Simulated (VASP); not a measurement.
# Ge (Cmmm) in VASP: notebook

Ge is run at these levels: PBE+D4, r2SCAN+D4; tasks: single point.

Program: VASP 6.6.1. These are calculated values, not measurements. Logs are shortened: lines on timing, memory, paths and dates and some standing lists are left out, and cuts for length are marked.

## Step 1: The cell of the first run

Symmetry: Cmmm, No. 65, orthorhombic system. Conventional cell: a = 2.812 Å, b = 4.927 Å, c = 2.680 Å, α = 90.00°, β = 90.00°, γ = 90.00°. Ge (site symmetry mmm) has 8 Ge at 2.68 to 2.84 Å within 3.5 Å.

## Step 2: Single point, PBE+D4

INCAR

```
PREC = Accurate
ENCUT = 520
EDIFF = 1E-6
ISMEAR = -1
SIGMA = 0.05
LREAL = False
LASPH = True
NELM = 80
ALGO = Normal
ISIF = 2
LWAVE = False
LCHARG = True
GGA = PE
IVDW = 13
LELF = True
LVHAR = True
NBANDS = 13
```

KPOINTS

```
Automatic mesh
0
Gamma
  11 11 10
```

POSCAR

```
Ge
1.0
    1.4059099334     -2.4633489612      0.0000000000
    1.4059099334      2.4633489612      0.0000000000
    0.0000000000      0.0000000000      2.6796682108
Ge
1
Direct
    0.5000000000      0.5000000000      0.0000000000
```

Potentials or basis: VASP PAW PBE potentials, release 64 (Ge_d).

Launch:

```sh
cat potpaw_PBE.64/Ge_d/POTCAR > POTCAR
mpirun -np 1 vasp_std > vasp.out
```

OUTCAR:

```text
PREC = Accurate
   ENCUT = 520
   EDIFF = 1E-6
   ISMEAR = -1
   LREAL = False
   LASPH = True
   NELM = 80
   ISIF = 2
   GGA = PE
   IVDW = 13

 ion  position               nearest neighbor table
   1  0.500  0.500  0.000-

  LATTYP: Found a base centered orthorhombic cell.
 ALAT       =     2.8118198668
 B/A-ratio  =     1.7521385280
 C/A-ratio  =     0.9530013791

  Lattice vectors:

 A1 = (   1.4059099334,  -2.4633489612,   0.0000000000)
 A2 = (   1.4059099334,   2.4633489612,   0.0000000000)
 A3 = (   0.0000000000,   0.0000000000,   2.6796682108)

Analysis of symmetry for initial positions (statically):
=====================================================================
 Subroutine PRICEL returns:
 Original cell was already a primitive cell.

 Routine SETGRP: Setting up the symmetry group for a
 base centered orthorhombic supercell.

 Subroutine GETGRP returns: Found  8 space group operations
 (whereof  8 operations were pure point group operations)
 out of a pool of  8 trial point group operations.

The static configuration has the point symmetry D_2h.

Analysis of symmetry for dynamics (positions and initial velocities):
=====================================================================
 Subroutine PRICEL returns:
 Original cell was already a primitive cell.

 Routine SETGRP: Setting up the symmetry group for a
 base centered orthorhombic supercell.

 Subroutine GETGRP returns: Found  8 space group operations
 (whereof  8 operations were pure point group operations)
 out of a pool of  8 trial point group operations.

The dynamic configuration has the point symmetry D_2h.

 Subroutine INISYM returns: Found  8 space group operations
 (whereof  8 operations are pure point group operations),
 and found     1 'primitive' translations

----------------------------------------------------------------------------------------

                                     Primitive cell

  volume of cell :      18.5607

  direct lattice vectors                    reciprocal lattice vectors
     1.405909933 -2.463348961  0.000000000     0.355641559 -0.202975708  0.000000000
     1.405909933  2.463348961  0.000000000     0.355641559  0.202975708  0.000000000
     0.000000000  0.000000000  2.679668211     0.000000000  0.000000000  0.373180529

  length of vectors
     2.836312896  2.836312896  2.679668211     0.409487553  0.409487553  0.373180529

  position of ions in fractional coordinates (direct lattice)
     0.500000000  0.500000000  0.000000000

  ion indices of the primitive-cell ions
   primitive index   ion index
                 1           1

----------------------------------------------------------------------------------------

 KPOINTS: Automatic mesh

Automatic generation of k-mesh.
 Grid dimensions read from file:
 generate k-points for:   11   11   10

 Generating k-lattice:

  Cartesian coordinates                     Fractional coordinates (reciprocal lattice)
     0.032331051 -0.018452337  0.000000000     0.090909091  0.000000000  0.000000000
     0.032331051  0.018452337  0.000000000     0.000000000  0.090909091  0.000000000
     0.000000000  0.000000000  0.037318053     0.000000000  0.000000000  0.100000000

  Length of vectors
     0.037226141  0.037226141  0.037318053

  Shift w.r.t. Gamma in fractional coordinates (k-lattice)
     0.000000000  0.000000000  0.000000000

 Subroutine IBZKPT returns following result:
 ===========================================

 Found    216 irreducible k-points:

 Following reciprocal coordinates:
            Coordinates               Weight
  0.000000  0.000000  0.000000      1.000000
  0.090909 -0.000000  0.000000      4.000000
  0.181818  0.000000  0.000000      4.000000
  0.272727 -0.000000  0.000000      4.000000
  0.363636 -0.000000  0.000000      4.000000
  0.454545 -0.000000  0.000000      4.000000
[... 16 lines left out ...]
 -0.272727  0.181818  0.000000      4.000000
 -0.181818  0.181818  0.000000      2.000000
 [... further k-points ...]
   k-points           NKPTS =    216   k-points in BZ     NKDIM =    216   number of bands    NBANDS=     13
   number of dos      NEDOS =    301   number of ions     NIONS =      1
   total plane-waves  NPLWV =  11520
   dimension x,y,z NGX =    24 NGY =   24 NGZ =   20
   dimension x,y,z NGXF=    48 NGYF=   48 NGZF=   40
   ions per type =               1
   NGX,Y,Z   is equivalent  to a cutoff of  14.07, 14.07, 12.41 a.u.
   NGXF,Y,Z  is equivalent  to a cutoff of  28.13, 28.13, 24.82 a.u.
 SYSTEM =  unknown system
   PREC   = accura    normal or accurate (medium, high low for compatibility)
   ISTART =      0    job   : 0-new  1-cont  2-samecut
   ICHARG =      2    charge: 1-file 2-atom 10-const
   ISPIN  =      1    spin polarized calculation?
   LNONCOLLINEAR =      F non collinear calculations
   LSORBIT =      F    spin-orbit coupling
   LASPH  =      T    aspherical Exc in radial PAW
   ENCUT  =  520.0 eV  38.22 Ry    6.18 a.u.   5.27  5.27  4.98*2*pi/ulx,y,z
   NELM   =     80;   NELMIN=  2; NELMDL= -5     # of ELM steps
   EDIFF  = 0.1E-05   stopping-criterion for ELM
   LREAL  =      F    real-space projection
   EDIFFG = 0.1E-04   stopping-criterion for IOM
   NSW    =      0    number of steps for IOM
   IBRION =     -1    ionic relax: 0-MD 1-quasi-New 2-CG
   NFREE  =      0    steps in history (QN), initial steepest desc. (CG)
   ISIF   =      2    stress and relaxation
   ISYM   =      2    0-nonsym 1-usesym 2-fastsym
   POTIM  = 0.5000    time-step for ionic-motion
   TEBEG  =    0.0;   TEEND  =   0.0 temperature during run
   PSTRESS=    0.0 pullay stress
   NELECT =      14.0000    total number of electrons
   NUPDOWN=      -1.0000    fix difference up-down
   EMIN   =  10.00;   EMAX   =-10.00  energy-range for DOS
   EFERMI =   0.00;   METHOD = LEGACY
   ISMEAR =    -1;   SIGMA  =   0.05  broadening in eV -4-tet -1-fermi 0-gaus
   EFERMI_NEDOS =   21; number of points for ismear=-14 and -15
   IALGO  =     38    algorithm
   IMIX   =      4    mixing-type and parameters
     AMIX     =   0.40;   BMIX     =  1.00
     AMIX_MAG =   1.60;   BMIX_MAG =  1.00
  volume/ion in A,a.u.               =      18.56       125.25
  Fermi-wavevector in a.u.,A,eV,Ry     =   1.490228  2.816122 30.215535  2.220779
  Thomas-Fermi vector in A             =   2.603036
   LORBIT       =      0    0 simple, 1 ext, 2 COOP (PROOUT), +10 PAW based schemes
   GGA     = PE    functional components
   LHFCALC =     F    Hartree Fock is set to
   AEXX    =    0.0000 exact exchange contribution
   IVDW    =    13    specifies the selected vdW correction
   LEPSILON=     F    determine dielectric tensor
   LRPA    =     F    only Hartree local field effects (RPA)
 non-spin polarized calculation
  energy-cutoff  :      520.00
  volume of cell :       18.56
 maximum number of plane-waves:       513
 NGX is ok and might be reduce to    24
   NGX = 11   NGY = 11   NGZ =  9

 number of electron      13.9999996 magnetization

 Free energy of the ion-electron system (eV)
  ---------------------------------------------------
  ext. energy  EPLUGINS =         0.00000000
  ---------------------------------------------------
  free energy    TOTEN  =        -4.26577008 eV

  energy without entropy =       -4.26150903  energy(sigma->0) =       -4.26363955

 E-fermi :   6.8504     XC(G=0): -11.3137

 val. band max:        6.8376608038   @ k =  -0.2727   0.2727   0.0000
 cond. band min:       6.8825648522   @ k =   0.3636   0.2727   0.4000
 fundamental gap:      0.0449040483
 Fermi energy:         6.8503921644

 k-point     1 :       0.0000    0.0000    0.0000
  band No.  band energies     occupation
      1     -17.9633      2.00000
      2     -17.8917      2.00000
      3     -17.8819      2.00000
      4     -17.7220      2.00000
      5     -17.7186      2.00000
      6      -6.5091      2.00000
      7      13.3361      0.00000
      8      15.3690      0.00000
      9      15.5970      0.00000
     10      16.9277      0.00000
     11      21.0710      0.00000
     12      21.4414      0.00000
     13      22.1557      0.00000

 k-point     2 :       0.0909   -0.0000    0.0000
  band No.  band energies     occupation
      1     -17.9573      2.00000
      2     -17.8880      2.00000
      3     -17.8765      2.00000
      4     -17.7249      2.00000
      5     -17.7216      2.00000
      6      -6.3036      2.00000
      7      13.5384      0.00000
      8      13.5572      0.00000
      9      14.7488      0.00000
     10      17.3694      0.00000
     11      19.4333      0.00000
     12      22.2115      0.00000
     13      23.3233      0.00000

 k-point     3 :       0.1818    0.0000    0.0000
  band No.  band energies     occupation
      1     -17.9454      2.00000
      2     -17.8889      2.00000
      3     -17.8473      2.00000
      4     -17.7372      2.00000
      5     -17.7253      2.00000
      6      -5.6874      2.00000
      7      10.2932      0.00000
      8      13.4883      0.00000
      9      14.1332      0.00000
     10      17.1434      0.00000
     11      18.6780      0.00000
     12      24.6083      0.00000
     13      25.6798      0.00000

 k-point     4 :       0.2727   -0.0000    0.0000
  band No.  band energies     occupation
      1     -17.9432      2.00000
      2     -17.8792      2.00000
      3     -17.8072      2.00000
      4     -17.7539      2.00000
      5     -17.7294      2.00000
      6      -4.6642      2.00000
      7       7.0174      0.06841
      8      12.3421      0.00000
      9      15.0751      0.00000
     10      16.1759      0.00000
     11      19.4256      0.00000
     12      27.5145      0.00000
     13      27.9894      0.00000

 k-point     5 :       0.3636   -0.0000    0.0000
  band No.  band energies     occupation
      1     -17.9511      2.00000
      2     -17.8613      2.00000
      3     -17.7700      2.00000
      4     -17.7692      2.00000
      5     -17.7331      2.00000
      6      -3.2601      2.00000
      7       4.0434      2.00000
      8      11.5204      0.00000
      9      15.4530      0.00000
     10      16.2393      0.00000
     11      20.6925      0.00000
     12      25.5701      0.00000
     13      26.6383      0.00000
[... 257 lines left out ...]
 k-point    22 :      -0.3636    0.1818    0.0000
  band No.  band energies     occupation
      1     -17.9174      2.00000
      2     -17.8943      2.00000
      3     -17.7963      2.00000
      4     -17.7585      2.00000
      5     -17.7335      2.00000
      6      -4.0875      2.00000
      7       6.7659      1.68853
      8       8.7702      0.00000
      9      15.5817      0.00000
     10      19.5801      0.00000
     11      21.1432      0.00000
     12      23.5814      0.00000
     13      27.8572      0.00000

 k-point    23 :      -0.2727    0.1818    0.0000
  band No.  band energies     occupation
      1     -17.9372      2.00000
      2     -17.8936      2.00000
      3     -17.8202      2.00000
      4     -17.7482      2.00000
      5     -17.7264      2.00000
      6      -5.0960      2.00000
      7       8.4489      0.00000
      8      11.4905      0.00000
      9      14.6824      0.00000
     10      18.3216      0.00000
     11      19.4997      0.00000
     12      23.8516      0.00000
     13      29.2199      0.00000

 k-point    24 :      -0.1818    0.1818    0.0000
  band No.  band energies     occupation
      1     -17.9474      2.00000
      2     -17.8936      2.00000
      3     -17.8428      2.00000
      4     -17.7390      2.00000
      5     -17.7224      2.00000
      6      -5.7028      2.00000
      7      10.0797      0.00000
      8      13.7351      0.00000
      9      14.1158      0.00000
     10      17.2422      0.00000
     11      18.7676      0.00000
     12      24.8294      0.00000
     13      25.6706      0.00000

 [... further k-points ...]

------------------------ aborting loop because EDIFF is reached ----------------------------------------

  DFT-D4 for vdW energy calculation

  Edisp (eV):   -0.39007

  FORCE on cell =-STRESS in cart. coord.  units (eV):
  Direction    XX          YY          ZZ          XY          YZ          ZX
  --------------------------------------------------------------------------------------
  -------------------------------------------------------------------------------------
  Total      -0.01976    -0.01981    -0.02708     0.00000     0.00000     0.00000
  in kB      -1.70609    -1.71035    -2.33757     0.00000     0.00000     0.00000
  external pressure =       -1.92 kB  Pullay stress =        0.00 kB

 VOLUME and BASIS-vectors are now :
 -----------------------------------------------------------------------------
  energy-cutoff  :      520.00
  volume of cell :       18.56
      direct lattice vectors                 reciprocal lattice vectors
     1.405909933 -2.463348961  0.000000000     0.355641559 -0.202975708  0.000000000
     1.405909933  2.463348961  0.000000000     0.355641559  0.202975708  0.000000000
     0.000000000  0.000000000  2.679668211     0.000000000  0.000000000  0.373180529

 POSITION                                       TOTAL-FORCE (eV/Angst)
 -----------------------------------------------------------------------------------
      1.40591      0.00000      0.00000         0.000000      0.000000      0.000000
 -----------------------------------------------------------------------------------
    total drift:                               -0.000000     -0.000000     -0.000000

  FREE ENERGIE OF THE ION-ELECTRON SYSTEM (eV)
  ---------------------------------------------------
  free  energy   TOTEN  =        -4.6558405291 eV

  energy  without entropy=       -4.6515794871  energy(sigma->0) =       -4.65371001
```

It took 12 s on 1 thread of Intel Xeon 6975P-C (Granite Rapids), shared host; peak memory 0.16 GiB.

Results:

```yaml
Free_energy: -4.6558 eV
Pressure: -0.2 GPa
Band_gap_on_the_k_mesh: zero (band 7 reaches 13.54 eV, above the bottom of band 8 at 4.38 eV)
Dispersion_energy_per_atom: -0.390 eV
```

Levels at points of the mesh, in eV from the Fermi level:
| k point | band 3 | band 4 | band 5 | band 6 | band 7 | band 8 | band 9 | band 10 | band 11 | band 12 |
| --- | --- | --- | --- | --- | --- | --- | --- | --- | --- | --- |
| (0.00, 0.00, 0.00) | -24.73 | -24.57 | -24.57 | -13.36 | 6.49 | 8.52 | 8.75 | 10.08 | 14.22 | 14.59 |
| (0.00, 0.00, 0.50) | -24.64 | -24.64 | -24.61 | -9.52 | -6.06 | 11.43 | 11.66 | 17.07 | 17.59 | 17.96 |

Caveat: pairwise dispersion overbinds metals, which lowers pressure and volume.

## Step 3: Single point, r2SCAN+D4 (volume scaled by 0.8)

POSCAR

```
Ge
1.0
    1.2969982395     -2.4141052054      0.0000000000
    1.2969982395      2.4141052054      0.0000000000
    0.0000000000      0.0000000000      2.5048157760
Ge
1
Direct
    0.5000000000      0.5000000000      0.0000000000
```

INCAR.step1

```
  ALGO = Normal
  EDIFF = 1E-4
  ENCUT = 520
  GGA = PE
  ISMEAR = -1
  LASPH = T
  LCHARG = F
  LREAL = F
  LWAVE = T
  NBANDS = 13
  NELM = 60
  PREC = Accurate
  SIGMA = 0.05
```

INCAR.step2

```
  ALGO = Normal
  EDIFF = 1E-6
  ENCUT = 520
  ISIF = 2
  ISMEAR = -1
  ISTART = 1
  IVDW = 13
  LASPH = T
  LCHARG = F
  LMIXTAU = T
  LREAL = F
  LWAVE = F
  METAGGA = R2SCAN
  NBANDS = 13
  NELM = 60
  PREC = Accurate
  SIGMA = 0.05
  VDW_A1 = 0.51559235
  VDW_A2 = 5.77342911
  VDW_S6 = 1.0
  VDW_S8 = 0.6018749
```

KPOINTS

```
k-points
0
Gamma
  11 11 10
```

Potentials or basis: VASP PAW PBE potentials, release 64 (Ge_d).

Launch:

```sh
cat potpaw_PBE.64/Ge_d/POTCAR > POTCAR
cp INCAR.step1 INCAR
mpirun -np 1 vasp_std > vasp.out
cp INCAR.step2 INCAR
mpirun -np 1 vasp_std > vasp.out
```

It took 98 s on 1 thread of Intel Xeon Platinum 8488C (Sapphire Rapids), shared host; peak memory 0.16 GiB.

Results (log left out):

| Property | Result |
| --- | --- |
| Free energy | -13.4889 eV |
| Pressure | 17.6 GPa |
| Band gap on the k mesh | zero (band 7 reaches 17.02 eV, above the bottom of band 8 at 5.32 eV) |
| Dispersion energy per atom | -0.156 eV |

Stress tensor (GPa, compression positive):
```
19.77  0.00  0.00
 0.00 16.92  0.00
 0.00  0.00 16.13
```

Levels at points of the mesh, in eV from the Fermi level:
| k point | band 5 | band 6 | band 7 | band 8 | band 9 | band 10 |
| --- | --- | --- | --- | --- | --- | --- |
| (0.00, 0.00, 0.00) | -25.34 | -15.60 | 8.29 | 9.28 | 11.32 | 11.57 |
| (0.00, 0.00, 0.50) | -25.45 | -10.44 | -7.55 | 13.53 | 15.66 | 18.93 |

Caveat: the PAW data sets were made with another functional, which shifts forces and pressure a little; pairwise dispersion overbinds metals, which lowers pressure and volume.
